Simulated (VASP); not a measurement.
# Cs (P6_3/mmc) in VASP: relaxation of cell and atoms with PBE

Aim: the relaxation of cell and atoms of Cs with PBE.

Everything below comes from runs of VASP 6.6.1. Logs are shortened: lines on timing, memory, paths and dates and some standing lists are left out, and cuts for length are marked.

## Step 1: The cell of the first run

It takes space group P6_3/mmc (No. 194, hexagonal). Conventional cell: a = 5.385 Å, b = 5.385 Å, c = 8.794 Å, α = 90.00°, β = 90.00°, γ = 120.00°.

This isn't the form of Cs at room conditions, which is bcc.

## Step 2: Relaxation of cell and atoms, PBE

Input file INCAR:

```
PREC = Accurate
ENCUT = 600
EDIFF = 1E-7
ISMEAR = -1
SIGMA = 0.1
LREAL = False
LASPH = True
NELM = 80
ALGO = Normal
ISIF = 3
LWAVE = False
LCHARG = False
GGA = PE
IBRION = 2
NSW = 80
EDIFFG = -0.01
```

Input file KPOINTS:

```
regular mesh
0
Gamma
  7 7 4
```

Input file POSCAR:

```
Cs
1.0
    5.3854752340      0.0000000000      0.0000000000
   -2.6927376170      4.6639583641      0.0000000000
    0.0000000000      0.0000000000      8.7944810571
Cs
2
Direct
    0.3333333333      0.6666666667      0.2500000000
    0.6666666667      0.3333333333      0.7500000000
```

Potentials or basis: VASP PAW PBE potentials, release 64 (Cs_sv).

On the command line:

```
cat potpaw_PBE.64/Cs_sv/POTCAR > POTCAR
mpirun -np 1 vasp_std > vasp.out
```

OUTCAR:

```text
PREC = Accurate
   ENCUT = 600
   EDIFF = 1E-7
   ISMEAR = -1
   LREAL = False
   LASPH = True
   NELM = 80
   ISIF = 3
   GGA = PE
   IBRION = 2
   NSW = 80
   EDIFFG = -0.01

 ion  position               nearest neighbor table
   1  0.333  0.667  0.250-
   2  0.667  0.333  0.750-

  LATTYP: Found a hexagonal cell.
 ALAT       =     5.3854752340
 C/A-ratio  =     1.6330000000

  Lattice vectors:

 A1 = (   5.3854752340,   0.0000000000,   0.0000000000)
 A2 = (  -2.6927376170,   4.6639583641,   0.0000000000)
 A3 = (   0.0000000000,   0.0000000000,   8.7944810571)

Analysis of symmetry for initial positions (statically):
=====================================================================
 Subroutine PRICEL returns:
 Original cell was already a primitive cell.

 Routine SETGRP: Setting up the symmetry group for a
 hexagonal supercell.

 Subroutine GETGRP returns: Found 24 space group operations
 (whereof 12 operations were pure point group operations)
 out of a pool of 24 trial point group operations.

The static configuration has the point symmetry D_3d.
 The point group associated with its full space group is D_6h.

Analysis of symmetry for dynamics (positions and initial velocities):
=====================================================================
 Subroutine PRICEL returns:
 Original cell was already a primitive cell.

 Routine SETGRP: Setting up the symmetry group for a
 hexagonal supercell.

 Subroutine GETGRP returns: Found 24 space group operations
 (whereof 12 operations were pure point group operations)
 out of a pool of 24 trial point group operations.

The dynamic configuration has the point symmetry D_3d.
 The point group associated with its full space group is D_6h.

 Subroutine INISYM returns: Found 24 space group operations
 (whereof 12 operations are pure point group operations),
 and found     1 'primitive' translations

----------------------------------------------------------------------------------------

                                     Primitive cell

  volume of cell :     220.8965

  direct lattice vectors                    reciprocal lattice vectors
     5.385475234  0.000000000  0.000000000     0.185684634  0.107205074  0.000000000
    -2.692737617  4.663958364  0.000000000     0.000000000  0.214410147  0.000000000
     0.000000000  0.000000000  8.794481057     0.000000000  0.000000000  0.113707676

  length of vectors
     5.385475234  5.385475234  8.794481057     0.214410147  0.214410147  0.113707676

  position of ions in fractional coordinates (direct lattice)
     0.333333333  0.666666667  0.250000000
     0.666666667  0.333333333  0.750000000

  ion indices of the primitive-cell ions
   primitive index   ion index
                 1           1
                 2           2

----------------------------------------------------------------------------------------

 KPOINTS: regular mesh

Automatic generation of k-mesh.
 Grid dimensions read from file:
 generate k-points for:    7    7    4

 Generating k-lattice:

  Cartesian coordinates                     Fractional coordinates (reciprocal lattice)
     0.026526376  0.015315011  0.000000000     0.142857143  0.000000000  0.000000000
     0.000000000  0.030630021  0.000000000     0.000000000  0.142857143  0.000000000
     0.000000000  0.000000000  0.028426919     0.000000000  0.000000000  0.250000000

  Length of vectors
     0.030630021  0.030630021  0.028426919

  Shift w.r.t. Gamma in fractional coordinates (k-lattice)
     0.000000000  0.000000000  0.000000000

 Subroutine IBZKPT returns following result:
 ===========================================

 Found     24 irreducible k-points:

 Following reciprocal coordinates:
            Coordinates               Weight
  0.000000  0.000000  0.000000      1.000000
  0.142857  0.000000  0.000000      6.000000
  0.285714 -0.000000  0.000000      6.000000
  0.428571  0.000000  0.000000      6.000000
  0.142857  0.142857  0.000000      6.000000
  0.285714  0.142857  0.000000     12.000000
[... 16 lines left out ...]
  0.428571  0.142857  0.500000      6.000000
  0.285714  0.285714  0.500000      6.000000
   k-points           NKPTS =     24   k-points in BZ     NKDIM =     24   number of bands    NBANDS=     13
   number of dos      NEDOS =    301   number of ions     NIONS =      2
   total plane-waves  NPLWV = 161280
   dimension x,y,z NGX =    48 NGY =   48 NGZ =   70
   dimension x,y,z NGXF=    96 NGYF=   96 NGZF=  140
   ions per type =               2
   NGX,Y,Z   is equivalent  to a cutoff of  14.82, 14.82, 13.23 a.u.
   NGXF,Y,Z  is equivalent  to a cutoff of  29.63, 29.63, 26.46 a.u.
 SYSTEM =  unknown system
   PREC   = accura    normal or accurate (medium, high low for compatibility)
   ISTART =      0    job   : 0-new  1-cont  2-samecut
   ICHARG =      2    charge: 1-file 2-atom 10-const
   ISPIN  =      1    spin polarized calculation?
   LNONCOLLINEAR =      F non collinear calculations
   LSORBIT =      F    spin-orbit coupling
   LASPH  =      T    aspherical Exc in radial PAW
   ENCUT  =  600.0 eV  44.10 Ry    6.64 a.u.  10.76 10.76 17.56*2*pi/ulx,y,z
   NELM   =     80;   NELMIN=  2; NELMDL= -5     # of ELM steps
   EDIFF  = 0.1E-06   stopping-criterion for ELM
   LREAL  =      F    real-space projection
   EDIFFG = -.1E-01   stopping-criterion for IOM
   NSW    =     80    number of steps for IOM
   IBRION =      2    ionic relax: 0-MD 1-quasi-New 2-CG
   NFREE  =      1    steps in history (QN), initial steepest desc. (CG)
   ISIF   =      3    stress and relaxation
   ISYM   =      2    0-nonsym 1-usesym 2-fastsym
   POTIM  = 0.5000    time-step for ionic-motion
   TEBEG  =    0.0;   TEEND  =   0.0 temperature during run
   PSTRESS=    0.0 pullay stress
   NELECT =      18.0000    total number of electrons
   NUPDOWN=      -1.0000    fix difference up-down
   EMIN   =  10.00;   EMAX   =-10.00  energy-range for DOS
   EFERMI =   0.00;   METHOD = LEGACY
   ISMEAR =    -1;   SIGMA  =   0.10  broadening in eV -4-tet -1-fermi 0-gaus
   EFERMI_NEDOS =   21; number of points for ismear=-14 and -15
   IALGO  =     38    algorithm
   IMIX   =      4    mixing-type and parameters
     AMIX     =   0.40;   BMIX     =  1.00
     AMIX_MAG =   1.60;   BMIX_MAG =  1.00
  volume/ion in A,a.u.               =     110.45       745.34
  Fermi-wavevector in a.u.,A,eV,Ry     =   0.709746  1.341225  6.853782  0.503739
  Thomas-Fermi vector in A             =   1.796409
   LORBIT       =      0    0 simple, 1 ext, 2 COOP (PROOUT), +10 PAW based schemes
   GGA     = PE    functional components
   LHFCALC =     F    Hartree Fock is set to
   AEXX    =    0.0000 exact exchange contribution
   IVDW    =     0    specifies the selected vdW correction
   LEPSILON=     F    determine dielectric tensor
   LRPA    =     F    only Hartree local field effects (RPA)
 conjugate gradient relaxation of ions
 non-spin polarized calculation
  energy-cutoff  :      600.00
  volume of cell :      220.90
 maximum number of plane-waves:      7439
 NGX is ok and might be reduce to    48
   NGX = 21   NGY = 21   NGZ = 35

--------------------------------------- Ionic step        1  -------------------------------------------

 number of electron      17.9999998 magnetization

 Free energy of the ion-electron system (eV)
  ---------------------------------------------------
  ext. energy  EPLUGINS =         0.00000000
  ---------------------------------------------------
  free energy    TOTEN  =        -1.74077255 eV

  energy without entropy =       -1.66263420  energy(sigma->0) =       -1.70170337

------------------------ aborting loop because EDIFF is reached ----------------------------------------

  FORCE on cell =-STRESS in cart. coord.  units (eV):
  Direction    XX          YY          ZZ          XY          YZ          ZX
  --------------------------------------------------------------------------------------
  -------------------------------------------------------------------------------------
  Total        0.1618340      0.1618340      0.1848645     -0.0000000      0.0000000      0.0000000
  in kB        1.1737930      1.1737930      1.3408349     -0.0000000      0.0000000      0.0000000
  external PRESSURE =       1.2294736 kB  Pullay stress =       0.0000000 kB

 VOLUME and BASIS-vectors are now :
 -----------------------------------------------------------------------------
  energy-cutoff  :      600.00
  volume of cell :      220.90
      direct lattice vectors                 reciprocal lattice vectors
     5.385475234  0.000000000  0.000000000     0.185684634  0.107205074  0.000000000
    -2.692737617  4.663958364  0.000000000     0.000000000  0.214410147  0.000000000
     0.000000000  0.000000000  8.794481057     0.000000000  0.000000000  0.113707676

 POSITION                                       TOTAL-FORCE (eV/Angst)
 -----------------------------------------------------------------------------------
     -0.00000      3.10931      2.19862        -0.000000     -0.000000      0.000000
      2.69274      1.55465      6.59586         0.000000      0.000000      0.000000
 -----------------------------------------------------------------------------------
    total drift:                                0.000000     -0.000000      0.000000

  FREE ENERGIE OF THE ION-ELECTRON SYSTEM (eV)
  ---------------------------------------------------
  free  energy   TOTEN  =        -1.7407725458 eV
[... 53 lines left out ...]
 VOLUME and BASIS-vectors are now :
 -----------------------------------------------------------------------------
  energy-cutoff  :      600.00
  volume of cell :      231.91
      direct lattice vectors                 reciprocal lattice vectors
     5.469567309 -0.000000000  0.000000000     0.182829819  0.105556845 -0.000000000
    -2.734783654  4.736784237  0.000000000     0.000000000  0.211113690 -0.000000000
     0.000000000  0.000000000  8.951345689    -0.000000000 -0.000000000  0.111715047

 POSITION                                       TOTAL-FORCE (eV/Angst)
 -----------------------------------------------------------------------------------
     -0.00000      3.15786      2.23784         0.000000      0.000000      0.000000
      2.73478      1.57893      6.71351        -0.000000     -0.000000      0.000000
 -----------------------------------------------------------------------------------
    total drift:                                0.000000     -0.000000      0.000000

  FREE ENERGIE OF THE ION-ELECTRON SYSTEM (eV)
  ---------------------------------------------------
  free  energy   TOTEN  =        -1.7455102674 eV

  energy  without entropy=       -1.6672305626  energy(sigma->0) =       -1.70637042

--------------------------------------- Ionic step        4  -------------------------------------------

 number of electron      18.0000003 magnetization

 Free energy of the ion-electron system (eV)
  ---------------------------------------------------
  ext. energy  EPLUGINS =         0.00000000
  ---------------------------------------------------
  free energy    TOTEN  =        -1.74562446 eV

  energy without entropy =       -1.66729448  energy(sigma->0) =       -1.70645947

 E-fermi :   0.4084     XC(G=0):  -5.3605

 val. band max:        0.3782264098   @ k =   0.0000   0.0000   0.0000
 cond. band min:       0.4131267712   @ k =   0.1429   0.1429   0.2500
 fundamental gap:      0.0349003614
 Fermi energy:         0.4084458602

 k-point     1 :       0.0000    0.0000    0.0000
  band No.  band energies     occupation
      1     -23.4519      2.00000
      2     -23.4465      2.00000
      3     -10.3256      2.00000
      4     -10.2164      2.00000
      5     -10.2164      2.00000
      6     -10.1991      2.00000
      7     -10.1991      2.00000
      8     -10.1990      2.00000
      9      -1.2508      2.00000
     10       0.3782      1.14996
     11       1.1499      0.00120
     12       2.7905      0.00000
     13       2.7916      0.00000

 k-point     2 :       0.1429    0.0000    0.0000
  band No.  band energies     occupation
      1     -23.4510      2.00000
      2     -23.4460      2.00000
      3     -10.3175      2.00000
      4     -10.2349      2.00000
      5     -10.2222      2.00000
      6     -10.2182      2.00000
      7     -10.2022      2.00000
      8     -10.2021      2.00000
      9      -1.0659      2.00000
     10       0.5774      0.31172
     11       1.1410      0.00132
     12       2.3036      0.00000
     13       2.7338      0.00000
[... 363 lines left out ...]
 VOLUME and BASIS-vectors are now :
 -----------------------------------------------------------------------------
  energy-cutoff  :      600.00
  volume of cell :      234.17
      direct lattice vectors                 reciprocal lattice vectors
     5.486466048 -0.000000000  0.000000000     0.182266689  0.105231722 -0.000000000
    -2.743233024  4.751418975  0.000000000     0.000000000  0.210463444 -0.000000000
     0.000000000  0.000000000  8.982868453    -0.000000000 -0.000000000  0.111323015

 POSITION                                       TOTAL-FORCE (eV/Angst)
 -----------------------------------------------------------------------------------
     -0.00000      3.16761      2.24572        -0.000000      0.000000      0.000000
      2.74323      1.58381      6.73715         0.000000     -0.000000      0.000000
 -----------------------------------------------------------------------------------
    total drift:                                0.000000     -0.000000      0.000000

  FREE ENERGIE OF THE ION-ELECTRON SYSTEM (eV)
  ---------------------------------------------------
  free  energy   TOTEN  =        -1.7456244621 eV

  energy  without entropy=       -1.6672944816  energy(sigma->0) =       -1.70645947

 reached required accuracy - stopping structural energy minimisation
```

Run time: 1.8 min. Hardware: 1 thread of Intel Xeon 6975P-C (Granite Rapids), shared host; peak memory 0.46 GiB.

What came out:

```yaml
Free_energy: -1.7456 eV
Relaxed_volume: 117.08 Å³/atom
Relaxed_cell: a = 5.486 Å, b = 5.486 Å, c = 8.983 Å, α = 90.00°, β = 90.00°, γ = 120.00°
Space_group_after_relaxing_to_0.1_Å: P6_3/mmc (No. 194)
Energy_gained_by_relaxing: 2.4 meV/atom
Ionic_steps: 4
Pressure_after_relaxing: 0.0 GPa
Band_gap_on_the_k_mesh: zero (bands 9 and 10 overlap by 1.54 eV)
```

Step by step:
```
step  energy change (eV)  largest force (eV/Å)  pressure (GPa)  volume (Å³)
   1              0.0000                0.0000            0.12       220.90
   2             -0.0019                0.0000            0.10       223.62
   3             -0.0047                0.0000            0.02       231.91
   4             -0.0049                0.0000            0.00       234.17
```

Final structure:
```yaml
crystal:
  lattice:
    - [5.48647, 0.00000, 0.00000]
    - [-2.74323, 4.75142, 0.00000]
    - [0.00000, 0.00000, 8.98287]
  atoms:
    - { symbol: Cs, position: [0.33333, 0.66667, 0.25000] }
    - { symbol: Cs, position: [0.66667, 0.33333, 0.75000] }
```

Levels at points of the mesh, in eV from the Fermi level:
```csv
k point,band 5,band 6,band 7,band 8,band 9,band 10,band 11,band 12,band 13
"(0.00, 0.00, 0.00)",-10.62,-10.61,-10.61,-10.61,-1.66,-0.03,0.74,2.38,2.38
"(0.00, 0.00, 0.50)",-10.62,-10.62,-10.62,-10.62,-1.06,-1.06,1.63,1.63,2.39
```

Caveat: spin-orbit coupling is left out, which moves the levels of the heavy elements.
